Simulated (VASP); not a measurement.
Input of a VASP 6.6.1 run:

INCAR

```
SYSTEM = Cu
ALGO     = Normal         ! electronic algorithm
EDIFF    = 1E-7           ! SCF threshold, eV
ENCUT    = 520            ! plane-wave cutoff, eV
GGA      = CA             ! functional
ISIF     = 2              ! what is computed and relaxed
ISMEAR   = 0              ! smearing method
LASPH    = .True.         ! aspherical terms in the spheres
LCHARG   = .False.        ! write CHGCAR
LREAL    = .False.        ! projectors in reciprocal space
LWAVE    = .False.        ! write WAVECAR
NBANDS   = 66             ! bands
NELM     = 100            ! most SCF steps
PREC     = Accurate       ! precision mode
SIGMA    = 0.1            ! smearing width, eV
```

Contents of KPOINTS:

```
k-points
0
Gamma
  18 18 1
  0 0 0
```

POSCAR

```
Cu
1.0
    2.5561910149     -0.0000000029      0.0000000000
    1.2780955099      2.2137263543      0.0000000000
    0.0000000000      0.0000000000     32.7840910100
Cu
10
Direct
    0.0000000000      0.0000000000      0.2281941404
    0.3333333333      0.3333333333      0.2879912865
    0.6666666667      0.6666666667      0.3484181244
    0.0000000000      0.0000000000      0.4090094870
    0.3333333333      0.3333333333      0.4697262001
    0.6666666667      0.6666666667      0.5302737999
    0.0000000000      0.0000000000      0.5909905130
    0.3333333333      0.3333333333      0.6515818756
    0.6666666667      0.6666666667      0.7120087135
    0.0000000000      0.0000000000      0.7718058596
```

Potentials or basis: VASP PAW LDA potentials, release 64 (Cu).

Launch:

```console
$ cat potpaw_LDA.64/Cu/POTCAR > POTCAR
$ mpirun -np 1 vasp_std > vasp.out
```

Question: Predict the band gap on the k mesh.

Answer: Zero (bands 55 and 56 overlap by 4.89 eV).

Question: Predict the largest force.

Answer: 0.033 eV/Å.

Forces on the atoms (eV/Å):
```
Cu   0.000  0.000 -0.033
Cu   0.000  0.000  0.000
Cu   0.000  0.000 -0.002
Cu   0.000  0.000  0.002
Cu   0.000  0.000  0.001
Cu   0.000  0.000 -0.001
Cu   0.000  0.000 -0.002
Cu   0.000  0.000  0.002
Cu   0.000  0.000  0.000
Cu   0.000  0.000  0.033
```

Caveat: there is no dipole correction, which matters where the two faces differ.
